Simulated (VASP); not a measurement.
# MnS in VASP: notebook

MnS is run at these levels: PBE+U; tasks: single point.

All numbers are computed with VASP 6.6.1; they aren't measurements. Logs are shortened: lines on timing, memory, paths and dates and some standing lists are left out, and cuts for length are marked.

## (1) The cell of the first run

Symmetry: Fm-3m, No. 225, cubic system. The conventional cell has a = 5.209 Å, b = 5.209 Å, c = 5.209 Å, α = 90.00°, β = 90.00°, γ = 90.00°. Mn (site symmetry m-3m) has 6 S at 2.60 Å within 3.4 Å. S (site symmetry m-3m) has 6 Mn at 2.60 Å within 3.4 Å.

## (2) Single point, PBE+U, collinear spin, ferromagnetic start

Contents of INCAR:

```
ALGO = Normal ; EDIFF = 1E-6
ENCUT = 600 ; GGA = PE
GGA_COMPAT = False ; ISIF = 2
ISMEAR = 0 ; ISPIN = 2
LASPH = True ; LCHARG = False
LDAU = True ; LDAUJ = 0 0
LDAUL = 2 -1 ; LDAUPRINT = 1
LDAUTYPE = 2 ; LDAUU = 3.9 0
LMAXMIX = 4 ; LORBIT = 11
LREAL = False ; LWAVE = False
MAGMOM = 5 0 ; NBANDS = 22
NELM = 200 ; PREC = Accurate
SIGMA = 0.05
```

Contents of KPOINTS:

```
k-points
0
Gamma
  8 8 8
```

Contents of POSCAR:

```
MnS
1.0
    0.0000000000      2.6045000000      2.6045000000
    2.6045000000      0.0000000000      2.6045000000
    2.6045000000      2.6045000000      0.0000000000
Mn S
1 1
Direct
    0.0000000000      0.0000000000      0.0000000000
    0.5000000000      0.5000000000      0.5000000000
```

Potentials or basis: VASP PAW PBE potentials, release 64 (Mn_sv, S).

Command:

```bash
$ cat potpaw_PBE.64/Mn_sv/POTCAR potpaw_PBE.64/S/POTCAR > POTCAR
$ mpirun -np 1 vasp_std > vasp.out
```

OUTCAR:

```text
EDIFF = 1E-6
   ENCUT = 600
   GGA = PE
   ISIF = 2
   ISMEAR = 0
   ISPIN = 2
   LASPH = True
   LORBIT = 11
   LREAL = False
   NELM = 200
   PREC = Accurate

 ion  position               nearest neighbor table
   1  0.000  0.000  0.000-   2 2.60   2 2.60   2 2.60   2 2.60   2 2.60   2 2.60
   2  0.500  0.500  0.500-   1 2.60   1 2.60   1 2.60   1 2.60   1 2.60   1 2.60

  LATTYP: Found a face centered cubic cell.
 ALAT       =     5.2090000000

  Lattice vectors:

 A1 = (   0.0000000000,   2.6045000000,   2.6045000000)
 A2 = (   2.6045000000,   0.0000000000,   2.6045000000)
 A3 = (   2.6045000000,   2.6045000000,   0.0000000000)

Analysis of symmetry for initial positions (statically):
=====================================================================
 Subroutine PRICEL returns:
 Original cell was already a primitive cell.

 Routine SETGRP: Setting up the symmetry group for a
 face centered cubic supercell.

 Subroutine GETGRP returns: Found 48 space group operations
 (whereof 48 operations were pure point group operations)
 out of a pool of 48 trial point group operations.

The static configuration has the point symmetry O_h .

Analysis of symmetry for dynamics (positions and initial velocities):
=====================================================================
 Subroutine PRICEL returns:
 Original cell was already a primitive cell.

 Routine SETGRP: Setting up the symmetry group for a
 face centered cubic supercell.

 Subroutine GETGRP returns: Found 48 space group operations
 (whereof 48 operations were pure point group operations)
 out of a pool of 48 trial point group operations.

The dynamic configuration has the point symmetry O_h .

Analysis of structural, dynamic, and magnetic symmetry:
=====================================================================
 Subroutine PRICEL returns:
 Original cell was already a primitive cell.

 Routine SETGRP: Setting up the symmetry group for a
 face centered cubic supercell.

 Subroutine GETGRP returns: Found 48 space group operations
 (whereof 48 operations were pure point group operations)
 out of a pool of 48 trial point group operations.

The overall configuration has the point symmetry O_h .

 Subroutine INISYM returns: Found 48 space group operations
 (whereof 48 operations are pure point group operations),
 and found     1 'primitive' translations

----------------------------------------------------------------------------------------

                                     Primitive cell

  volume of cell :      35.3348

  direct lattice vectors                    reciprocal lattice vectors
     0.000000000  2.604500000  2.604500000    -0.191975427  0.191975427  0.191975427
     2.604500000  0.000000000  2.604500000     0.191975427 -0.191975427  0.191975427
     2.604500000  2.604500000  0.000000000     0.191975427  0.191975427 -0.191975427

  length of vectors
     3.683319223  3.683319223  3.683319223     0.332511194  0.332511194  0.332511194

  position of ions in fractional coordinates (direct lattice)
     0.000000000  0.000000000  0.000000000
     0.500000000  0.500000000  0.500000000

  ion indices of the primitive-cell ions
   primitive index   ion index
                 1           1
                 2           2

----------------------------------------------------------------------------------------

 KPOINTS: k-points

Automatic generation of k-mesh.
 Grid dimensions read from file:
[... 59 lines left out ...]
   ISPIN  =      2    spin polarized calculation?
   LNONCOLLINEAR =      F non collinear calculations
   LSORBIT =      F    spin-orbit coupling
   LASPH  =      T    aspherical Exc in radial PAW
   ENCUT  =  600.0 eV  44.10 Ry    6.64 a.u.   7.36  7.36  7.36*2*pi/ulx,y,z
   NELM   =    200;   NELMIN=  2; NELMDL= -5     # of ELM steps
   EDIFF  = 0.1E-05   stopping-criterion for ELM
   LREAL  =      F    real-space projection
   EDIFFG = 0.1E-04   stopping-criterion for IOM
   NSW    =      0    number of steps for IOM
   IBRION =     -1    ionic relax: 0-MD 1-quasi-New 2-CG
   NFREE  =      0    steps in history (QN), initial steepest desc. (CG)
   ISIF   =      2    stress and relaxation
   ISYM   =      2    0-nonsym 1-usesym 2-fastsym
   POTIM  = 0.5000    time-step for ionic-motion
   TEBEG  =    0.0;   TEEND  =   0.0 temperature during run
   PSTRESS=    0.0 pullay stress
   NELECT =      21.0000    total number of electrons
   NUPDOWN=      -1.0000    fix difference up-down
   EMIN   =  10.00;   EMAX   =-10.00  energy-range for DOS
   EFERMI =   0.00;   METHOD = LEGACY
   ISMEAR =     0;   SIGMA  =   0.05  broadening in eV -4-tet -1-fermi 0-gaus
   EFERMI_NEDOS =   21; number of points for ismear=-14 and -15
   IALGO  =     38    algorithm
   IMIX   =      4    mixing-type and parameters
     AMIX     =   0.40;   BMIX     =  1.00
     AMIX_MAG =   1.60;   BMIX_MAG =  1.00
  volume/ion in A,a.u.               =      17.67       119.23
  Fermi-wavevector in a.u.,A,eV,Ry     =   1.376407  2.601032 25.776190  1.894496
  Thomas-Fermi vector in A             =   2.501655
   LORBIT       =     11    0 simple, 1 ext, 2 COOP (PROOUT), +10 PAW based schemes
 LDA+U is selected, type is set to LDAUTYPE =  2
   angular momentum for each species LDAUL =     2   -1
   U (eV)           for each species LDAUU =   3.9  0.0
   J (eV)           for each species LDAUJ =   0.0  0.0
   GGA     = PE    functional components
   LHFCALC =     F    Hartree Fock is set to
   AEXX    =    0.0000 exact exchange contribution
   IVDW    =     0    specifies the selected vdW correction
   LEPSILON=     F    determine dielectric tensor
   LRPA    =     F    only Hartree local field effects (RPA)
 spin polarized calculation
 Gauss-broadening in eV      SIGMA  =   0.05
  energy-cutoff  :      600.00
  volume of cell :       35.33
 maximum number of plane-waves:      1243
 NGX is ok and might be reduce to    30

atom =   1  type =  1  l = 2

 onsite density matrix

spin component  1

  0.9038 -0.0000  0.0000 -0.0000  0.0000
 -0.0000  0.9038 -0.0000 -0.0000 -0.0000
  0.0000 -0.0000  0.9224  0.0000  0.0000
 -0.0000 -0.0000  0.0000  0.9038  0.0000
  0.0000 -0.0000  0.0000  0.0000  0.9224

spin component  2

  0.0119  0.0000 -0.0000 -0.0000  0.0000
  0.0000  0.0119 -0.0000  0.0000 -0.0000
 -0.0000 -0.0000  0.0599 -0.0000 -0.0000
 -0.0000  0.0000 -0.0000  0.0119  0.0000
  0.0000 -0.0000 -0.0000  0.0000  0.0599

 occupancies and eigenvectors

  o =  0.0119  v =  0.0000  0.0000  0.0000  0.0000  0.0000  0.0081 -1.0000  0.0000 -0.0051 -0.0000      0.0000  0.0000  0.0000  0.0000  0.0000  0.0000  0.0000  0.0000  0.0000  0.0000
  o =  0.0119  v =  0.0000  0.0000  0.0000  0.0000  0.0000 -0.0038  0.0051 -0.0000 -1.0000  0.0000      0.0000  0.0000  0.0000  0.0000  0.0000  0.0000  0.0000  0.0000  0.0000  0.0000
  o =  0.0119  v =  0.0000  0.0000  0.0000  0.0000  0.0000  1.0000  0.0081  0.0000 -0.0037 -0.0000      0.0000  0.0000  0.0000  0.0000  0.0000  0.0000  0.0000  0.0000  0.0000  0.0000
  o =  0.0599  v =  0.0000  0.0000  0.0000  0.0000  0.0000  0.0000 -0.0000  0.0212  0.0000  0.9998      0.0000  0.0000  0.0000  0.0000  0.0000  0.0000  0.0000  0.0000  0.0000  0.0000
  o =  0.0599  v =  0.0000  0.0000  0.0000  0.0000  0.0000 -0.0000  0.0000  0.9998 -0.0000 -0.0212      0.0000  0.0000  0.0000  0.0000  0.0000  0.0000  0.0000  0.0000  0.0000  0.0000
  o =  0.9038  v =  0.0000  0.5667  0.0000 -0.8239 -0.0000  0.0000  0.0000  0.0000  0.0000  0.0000      0.0000  0.0000  0.0000  0.0000  0.0000  0.0000  0.0000  0.0000  0.0000  0.0000
  o =  0.9038  v =  0.0000 -0.8239 -0.0000 -0.5667  0.0000  0.0000  0.0000  0.0000  0.0000  0.0000      0.0000  0.0000  0.0000  0.0000  0.0000  0.0000  0.0000  0.0000  0.0000  0.0000
  o =  0.9038  v =  1.0000  0.0000  0.0000  0.0000  0.0000  0.0000  0.0000  0.0000  0.0000  0.0000      0.0000  0.0000  0.0000  0.0000  0.0000  0.0000  0.0000  0.0000  0.0000  0.0000
  o =  0.9224  v =  0.0000  0.0000 -0.9987 -0.0000  0.0516  0.0000  0.0000  0.0000  0.0000  0.0000      0.0000  0.0000  0.0000  0.0000  0.0000  0.0000  0.0000  0.0000  0.0000  0.0000
  o =  0.9224  v =  0.0000  0.0000  0.0516 -0.0000  0.9987  0.0000  0.0000  0.0000  0.0000  0.0000      0.0000  0.0000  0.0000  0.0000  0.0000  0.0000  0.0000  0.0000  0.0000  0.0000

 number of electron      20.9999992 magnetization       5.0000538

 Free energy of the ion-electron system (eV)
  ---------------------------------------------------
  ext. energy  EPLUGINS =         0.00000000
  ---------------------------------------------------
  free energy    TOTEN  =       -12.80219402 eV

  energy without entropy =      -12.80219402  energy(sigma->0) =      -12.80219402

 E-fermi :   7.7486     XC(G=0): -10.6283

 val. band max:        7.5534517369   @ k =   0.5000   0.0000   0.0000
 cond. band min:       7.9386550896   @ k =   0.5000   0.5000   0.0000
 fundamental gap:      0.3852033527
 Fermi energy:         7.7486366240

 spin component 1

 k-point     1 :       0.0000    0.0000    0.0000
  band No.  band energies     occupation
      1     -74.3823      1.00000
      2     -43.1300      1.00000
      3     -43.1300      1.00000
      4     -43.1300      1.00000
      5      -6.6836      1.00000
      6       2.8574      1.00000
[... 1193 lines left out ...]
     21      23.8604      0.00000
     22      26.7636      0.00000

 [... further k-points ...]
[... 5 lines left out ...]
  --------------------------------------------------------------------------------------
  -------------------------------------------------------------------------------------
  Total        0.6457248      0.6457248      0.6457248      0.0000000      0.0000000      0.0000000
  in kB       29.2789147     29.2789147     29.2789147      0.0000000      0.0000000      0.0000000
  external PRESSURE =      29.2789147 kB  Pullay stress =       0.0000000 kB

 VOLUME and BASIS-vectors are now :
 -----------------------------------------------------------------------------
  energy-cutoff  :      600.00
  volume of cell :       35.33
      direct lattice vectors                 reciprocal lattice vectors
     0.000000000  2.604500000  2.604500000    -0.191975427  0.191975427  0.191975427
     2.604500000  0.000000000  2.604500000     0.191975427 -0.191975427  0.191975427
     2.604500000  2.604500000  0.000000000     0.191975427  0.191975427 -0.191975427

 POSITION                                       TOTAL-FORCE (eV/Angst)
 -----------------------------------------------------------------------------------
      0.00000      0.00000      0.00000         0.000000      0.000000      0.000000
      2.60450      2.60450      2.60450        -0.000000     -0.000000     -0.000000
 -----------------------------------------------------------------------------------
    total drift:                               -0.000000      0.000000      0.000000

  FREE ENERGIE OF THE ION-ELECTRON SYSTEM (eV)
  ---------------------------------------------------
  free  energy   TOTEN  =       -12.8021940215 eV

  energy  without entropy=      -12.8021940214  energy(sigma->0) =      -12.80219402

 total charge

# of ion       s       p       d       tot
------------------------------------------
    1        2.125   6.009   4.690  12.824
    2        1.321   2.463   0.000   3.784
--------------------------------------------------
tot          3.446   8.472   4.690  16.608

 magnetization (x)

# of ion       s       p       d       tot
------------------------------------------
    1        0.033   0.020   4.385   4.438
    2        0.022   0.073   0.000   0.096
--------------------------------------------------
tot          0.056   0.093   4.385   4.534
```

Run time: 53 s. Hardware: 1 thread of Intel Xeon Platinum 8488C (Sapphire Rapids), shared host; peak memory 0.21 GiB.

What came out:

* Free energy: -12.8022 eV
* Pressure: 2.9 GPa
* Band gap on the k mesh: 0.39 eV (least direct gap 2.49 eV)
* Net moment: 5.00 μB per cell
* Site moments: Mn +4.44; S +0.10 μB
* Valence electrons inside the program's atomic spheres: Mn 12.82; S 3.78

Eigenvalues of the final occupation matrices:
```csv
site,spin,trace,eigenvalues
site 1 d,1,4.56,0.90 0.90 0.90 0.92 0.92
site 1 d,2,0.16,0.01 0.01 0.01 0.06 0.06
```

Caveat: a cell with one magnetic atom can't hold antiferromagnetic order, which such compounds often take.

## (3) Single point, PBE+U, collinear spin, antiferromagnetic start

This run uses another cell than the first one: it holds 4 atoms, not 2.

Contents of INCAR:

```
SYSTEM = MnS
ALGO = Normal ; EDIFF = 1E-6
ENCUT = 600 ; GGA = PE
GGA_COMPAT = .False. ; ISIF = 2
ISMEAR = 0 ; ISPIN = 2
LASPH = .True. ; LCHARG = .False.
LDAU = .True. ; LDAUJ = 0 0
LDAUL = 2 -1 ; LDAUPRINT = 1
LDAUTYPE = 2 ; LDAUU = 3.9 0
LMAXMIX = 4 ; LORBIT = 11
LREAL = .False. ; LWAVE = .False.
MAGMOM = 4.9 -4.9 0 0 ; NBANDS = 33
NELM = 200 ; PREC = Accurate
SIGMA = 0.05
```

Contents of KPOINTS:

```
k-points
0
Gamma
  8 8 8
  0 0 0
```

Contents of POSCAR:

```
MnS
1.0
   -2.6218391846     -2.6218391846      5.2656070085
   -5.2656070085     -2.6218391846      2.6218391846
   -2.6218391846     -5.2656070085      2.6218391846
Mn S
2 2
Direct
    0.0000000000      0.0000000000      0.0000000000
    0.5000000000      0.5000000000      0.5000000000
    1.2499999969     -0.7500000031     -0.7500000031
    1.7500000031     -0.2499999969     -0.2499999969
```

Potentials or basis: VASP PAW PBE potentials, release 64 (Mn_sv, S).

Command:

```bash
$ cat potpaw_PBE.64/Mn_sv/POTCAR potpaw_PBE.64/S/POTCAR > POTCAR
$ mpirun -np 1 vasp_std > vasp.out
```

Wall time 11 min (1 thread of Intel Xeon 6975P-C (Granite Rapids), shared host); peak memory 0.64 GiB.

Results (log left out):

* Free energy: -25.7482 eV
* Pressure: -1.9 GPa
* Band gap on the k mesh: 2.27 eV
* Net moment: 0.00 μB per cell
* Site moments: Mn +4.39, -4.39; S +0.00 μB
* Valence electrons inside the program's atomic spheres: Mn 12.82; S 3.76

Levels at points of the mesh, in eV from the valence-band top:
Spin up:
```csv
k point,band 18,band 19,band 20,band 21,band 22,band 23,band 24,band 25
"(0.00, 0.00, 0.00)",-0.85,-0.72,-0.72,-0.67,2.87,3.25,3.25,3.32
"(0.50, 0.00, 0.00)",-2.96,-2.17,-1.24,-0.75,2.50,3.75,3.94,3.99
"(0.50, 0.50, 0.00)",-2.25,-2.20,-0.73,-0.50,2.27,2.43,3.99,3.99
"(0.50, 0.50, 0.50)",-1.52,-1.52,0.00,0.00,2.86,3.16,3.16,3.95
```
Spin down:
```
           k point  band 17  band 18  band 19  band 20  band 21  band 22  band 23  band 24  band 25  band 26
(0.00, 0.00, 0.00)    -0.85    -0.85    -0.72    -0.72    -0.67     2.87     3.25     3.25     3.32     3.93
(0.50, 0.00, 0.00)    -3.00    -2.96    -2.17    -1.24    -0.75     2.50     3.75     3.94     3.99     4.14
(0.50, 0.50, 0.00)    -3.21    -2.25    -2.20    -0.73    -0.50     2.27     2.43     3.99     3.99     4.07
(0.50, 0.50, 0.50)    -2.62    -1.52    -1.52     0.00     0.00     2.86     3.16     3.16     3.95     3.95
```

Eigenvalues of the final occupation matrices:
```
    site  spin  trace               eigenvalues
site 1 d     1   4.55  0.90 0.90 0.90 0.92 0.92
site 1 d     2   0.17  0.01 0.01 0.01 0.07 0.07
site 2 d     1   0.17  0.01 0.01 0.01 0.07 0.07
site 2 d     2   4.55  0.90 0.90 0.90 0.92 0.92
```
